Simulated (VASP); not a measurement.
# Al2Pt (Fm-3m) in VASP: single point with PBE

Aim: the single point of Al2Pt with PBE.

Everything below comes from runs of VASP 6.6.1. Logs are shortened: lines on timing, memory, paths and dates and some standing lists are left out, and cuts for length are marked.

## (1) The cell of the first run

It takes space group Fm-3m (No. 225, cubic). Conventional cell: a = 5.910 Å, b = 5.910 Å, c = 5.910 Å, α = 90.00°, β = 90.00°, γ = 90.00°. Within 3.4 Å of Al (site symmetry -43m) lie 4 Pt at 2.56 Å and 6 Al at 2.96 Å. Pt (site symmetry m-3m) has 8 Al at 2.56 Å within 3.4 Å.

## (2) Single point, PBE

Input file INCAR:

```
ALGO = Normal ; EDIFF = 1E-6
ENCUT = 520 ; GGA = PE
ISIF = 2 ; ISMEAR = -1
LASPH = T ; LCHARG = T
LELF = T ; LREAL = F
LVHAR = T ; LWAVE = F
NBANDS = 15 ; NELM = 80
PREC = Accurate ; SIGMA = 0.08
```

Input file KPOINTS:

```
k-points
0
Gamma
  12 12 12
```

Input file POSCAR:

```
Al2Pt
1.0
    0.0000000000      2.9550000000      2.9550000000
    2.9550000000      0.0000000000      2.9550000000
    2.9550000000      2.9550000000      0.0000000000
Al Pt
2 1
Direct
    0.2500000000      0.2500000000      0.2500000000
    0.7500000000      0.7500000000      0.7500000000
    0.0000000000      0.0000000000      0.0000000000
```

Potentials or basis: VASP PAW PBE potentials, release 64 (Al, Pt).

Started as:

```sh
cat potpaw_PBE.64/Al/POTCAR potpaw_PBE.64/Pt/POTCAR > POTCAR
mpirun -np 1 vasp_std > vasp.out
```

OUTCAR:

```text
EDIFF = 1E-6
   ENCUT = 520
   GGA = PE
   ISIF = 2
   ISMEAR = -1
   LASPH = T
   LREAL = F
   NELM = 80
   PREC = Accurate

 ion  position               nearest neighbor table
   1  0.250  0.250  0.250-   3 2.56   3 2.56   3 2.56   3 2.56   2 2.96   2 2.96   2 2.96   2 2.96
                             2 2.96   2 2.96
   2  0.750  0.750  0.750-   3 2.56   3 2.56   3 2.56   3 2.56   1 2.96   1 2.96   1 2.96   1 2.96
                             1 2.96   1 2.96
   3  0.000  0.000  0.000-   2 2.56   2 2.56   2 2.56   1 2.56   2 2.56   1 2.56   1 2.56   1 2.56

  LATTYP: Found a face centered cubic cell.
 ALAT       =     5.9100000000

  Lattice vectors:

 A1 = (   0.0000000000,   2.9550000000,   2.9550000000)
 A2 = (   2.9550000000,   0.0000000000,   2.9550000000)
 A3 = (   2.9550000000,   2.9550000000,   0.0000000000)

Analysis of symmetry for initial positions (statically):
=====================================================================
 Subroutine PRICEL returns:
 Original cell was already a primitive cell.

 Routine SETGRP: Setting up the symmetry group for a
 face centered cubic supercell.

 Subroutine GETGRP returns: Found 48 space group operations
 (whereof 48 operations were pure point group operations)
 out of a pool of 48 trial point group operations.

The static configuration has the point symmetry O_h .

Analysis of symmetry for dynamics (positions and initial velocities):
=====================================================================
 Subroutine PRICEL returns:
 Original cell was already a primitive cell.

 Routine SETGRP: Setting up the symmetry group for a
 face centered cubic supercell.

 Subroutine GETGRP returns: Found 48 space group operations
 (whereof 48 operations were pure point group operations)
 out of a pool of 48 trial point group operations.

The dynamic configuration has the point symmetry O_h .

 Subroutine INISYM returns: Found 48 space group operations
 (whereof 48 operations are pure point group operations),
 and found     1 'primitive' translations

----------------------------------------------------------------------------------------

                                     Primitive cell

  volume of cell :      51.6063

  direct lattice vectors                    reciprocal lattice vectors
     0.000000000  2.955000000  2.955000000    -0.169204738  0.169204738  0.169204738
     2.955000000  0.000000000  2.955000000     0.169204738 -0.169204738  0.169204738
[... 92 lines left out ...]
   NFREE  =      0    steps in history (QN), initial steepest desc. (CG)
   ISIF   =      2    stress and relaxation
   ISYM   =      2    0-nonsym 1-usesym 2-fastsym
   POTIM  = 0.5000    time-step for ionic-motion
   TEBEG  =    0.0;   TEEND  =   0.0 temperature during run
   PSTRESS=    0.0 pullay stress
   NELECT =      16.0000    total number of electrons
   NUPDOWN=      -1.0000    fix difference up-down
   EMIN   =  10.00;   EMAX   =-10.00  energy-range for DOS
   EFERMI =   0.00;   METHOD = LEGACY
   ISMEAR =    -1;   SIGMA  =   0.08  broadening in eV -4-tet -1-fermi 0-gaus
   EFERMI_NEDOS =   21; number of points for ismear=-14 and -15
   IALGO  =     38    algorithm
   IMIX   =      4    mixing-type and parameters
     AMIX     =   0.40;   BMIX     =  1.00
     AMIX_MAG =   1.60;   BMIX_MAG =  1.00
  volume/ion in A,a.u.               =      17.20       116.09
  Fermi-wavevector in a.u.,A,eV,Ry     =   1.108019  2.093853 16.703966  1.227707
  Thomas-Fermi vector in A             =   2.244541
   LORBIT       =      0    0 simple, 1 ext, 2 COOP (PROOUT), +10 PAW based schemes
   GGA     = PE    functional components
   LHFCALC =     F    Hartree Fock is set to
   AEXX    =    0.0000 exact exchange contribution
   IVDW    =     0    specifies the selected vdW correction
   LEPSILON=     F    determine dielectric tensor
   LRPA    =     F    only Hartree local field effects (RPA)
 non-spin polarized calculation
  energy-cutoff  :      520.00
  volume of cell :       51.61
 maximum number of plane-waves:      1411
   NGX = 15   NGY = 15   NGZ = 15

 number of electron      16.0000000 magnetization

 Free energy of the ion-electron system (eV)
  ---------------------------------------------------
  ext. energy  EPLUGINS =         0.00000000
  ---------------------------------------------------
  free energy    TOTEN  =       -16.25910041 eV

  energy without entropy =      -16.23362612  energy(sigma->0) =      -16.24636327

 E-fermi :   7.9202     XC(G=0): -10.7011

 val. band max:        7.9104185274   @ k =   0.2500   0.2500   0.0000
 cond. band min:       7.9241180781   @ k =   0.3333   0.2500   0.0000
 fundamental gap:      0.0136995508
 Fermi energy:         7.9201853726

 k-point     1 :       0.0000    0.0000    0.0000
  band No.  band energies     occupation
      1      -2.3285      2.00000
      2       2.8460      2.00000
      3       2.8460      2.00000
      4       2.8460      2.00000
      5       4.2020      2.00000
      6       4.2020      2.00000
      7      10.8568      0.00000
      8      11.7228      0.00000
      9      11.7228      0.00000
     10      11.7228      0.00000
     11      13.3095      0.00000
     12      13.3095      0.00000
     13      13.3095      0.00000
     14      14.2375      0.00000
[... 401 lines left out ...]
      2       1.8400      2.00000
      3       3.0612      2.00000
      4       3.3753      2.00000
      5       3.9693      2.00000
      6       4.2985      2.00000
      7       4.6777      2.00000
      8       7.4132      1.99647
      9       8.5567      0.00070
     10      11.4146      0.00000
     11      13.5371      0.00000
     12      13.9151      0.00000
     13      14.8360      0.00000
     14      16.7151      0.00000
     15      17.0819      0.00000

 [... further k-points ...]
[... 5 lines left out ...]
  --------------------------------------------------------------------------------------
  -------------------------------------------------------------------------------------
  Total        0.7487165      0.7487165      0.7487165      0.0000000     -0.0000000      0.0000000
  in kB       23.2447854     23.2447854     23.2447854      0.0000000     -0.0000000      0.0000000
  external PRESSURE =      23.2447854 kB  Pullay stress =       0.0000000 kB

 VOLUME and BASIS-vectors are now :
 -----------------------------------------------------------------------------
  energy-cutoff  :      520.00
  volume of cell :       51.61
      direct lattice vectors                 reciprocal lattice vectors
     0.000000000  2.955000000  2.955000000    -0.169204738  0.169204738  0.169204738
     2.955000000  0.000000000  2.955000000     0.169204738 -0.169204738  0.169204738
     2.955000000  2.955000000  0.000000000     0.169204738  0.169204738 -0.169204738

 POSITION                                       TOTAL-FORCE (eV/Angst)
 -----------------------------------------------------------------------------------
      1.47750      1.47750      1.47750        -0.000000     -0.000000     -0.000000
      4.43250      4.43250      4.43250         0.000000      0.000000      0.000000
      0.00000      0.00000      0.00000         0.000000      0.000000      0.000000
 -----------------------------------------------------------------------------------
    total drift:                                0.000000     -0.000000      0.000000

  FREE ENERGIE OF THE ION-ELECTRON SYSTEM (eV)
  ---------------------------------------------------
  free  energy   TOTEN  =       -16.2591004055 eV

  energy  without entropy=      -16.2336261247  energy(sigma->0) =      -16.24636327
```

OSZICAR:

```text
N       E                     dE             d eps       ncg     rms          rms(c)
DAV:   1     0.475258649208E+02    0.47526E+02   -0.67166E+03  2224   0.914E+02
DAV:   2    -0.153374823617E+02   -0.62863E+02   -0.55190E+02  2567   0.163E+02
DAV:   3    -0.168170069606E+02   -0.14795E+01   -0.14709E+01  2868   0.241E+01
DAV:   4    -0.168292099241E+02   -0.12203E-01   -0.12201E-01  2496   0.255E+00
DAV:   5    -0.168294287664E+02   -0.21884E-03   -0.21884E-03  2946   0.357E-01    0.857E+00
DAV:   6    -0.163683233011E+02    0.46111E+00   -0.19111E+00  2510   0.125E+01    0.222E+00
DAV:   7    -0.162886473634E+02    0.79676E-01   -0.14615E-01  2482   0.360E+00    0.166E+00
DAV:   8    -0.162588913773E+02    0.29756E-01   -0.29183E-02  2532   0.143E+00    0.249E-01
DAV:   9    -0.162589477588E+02   -0.56381E-04   -0.13479E-03  2721   0.310E-01    0.160E-01
DAV:  10    -0.162591001803E+02   -0.15242E-03   -0.25651E-04  2398   0.111E-01    0.161E-02
DAV:  11    -0.162590986015E+02    0.15788E-05   -0.11636E-05  2839   0.323E-02    0.772E-03
DAV:  12    -0.162591004552E+02   -0.18537E-05   -0.45051E-06  2349   0.129E-02    0.167E-03
DAV:  13    -0.162591004055E+02    0.49615E-07   -0.17905E-07  1619   0.393E-03
   1 F= -.16259100E+02 E0= -.16246363E+02  d E =-.254743E-01
```

Run time: 39 s. Hardware: 1 thread of Intel Xeon 6975P-C, shared host; peak memory 0.21 GiB.

What came out:

```
Free energy            : -16.2591 eV
Pressure               : 2.3 GPa
Band gap on the k mesh : zero (band 8 reaches 11.72 eV, above the bottom of band 9 at 6.30 eV)
```

Caveat: spin-orbit coupling is left out, which moves the levels of the heavy elements.
